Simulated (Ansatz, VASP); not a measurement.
# Ca3Nb: VASP beside Ansatz

```xyz
8
Lattice="7.1929 0.0000 0.0000 -3.5964 6.2292 0.0000 0.0000 0.0000 5.6054" Properties=species:S:1:pos:R:3 pbc="T T T"
Ca    3.5964    4.0140    1.4013
Ca   -1.6780    5.1216    4.2040
Ca    1.9184    1.1076    1.4013
Ca    0.0000    2.2152    4.2040
Ca    5.2744    1.1076    1.4013
Ca    1.6780    5.1216    4.2040
Nb    0.0000    4.1528    1.4013
Nb    3.5964    2.0764    4.2040
```

Alike in both runs: functional PBE; k mesh 3 × 3 × 4; occupations gaussian, width 0.1 eV; no spin polarisation.

Ansatz relaxed the structure, and its values are those at the end. VASP's run is a single point on that final structure, the one shown.

|  | VASP | Ansatz |
| --- | --- | --- |
| version | VASP 6.6.1 | Ansatz 0.2.0 |
| potentials or method | VASP PAW PBE potentials, release 64 (Ca_sv, Nb_sv), cutoff 520 eV | scalar-relativistic, plane waves, PAW |
| valence electrons in the cell | 86 | 86 |

Ansatz gave:

| Item | Value |
| --- | --- |
| gap on the k mesh at the Fermi level (eV) | none |
| pressure (GPa) | 0.0 |

Q: What did VASP give for the same quantities?

A: gap on the k mesh at the Fermi level (eV): none; pressure (GPa): 0.1.

A gap of «none» marks a metal or a gap that the smearing closes.
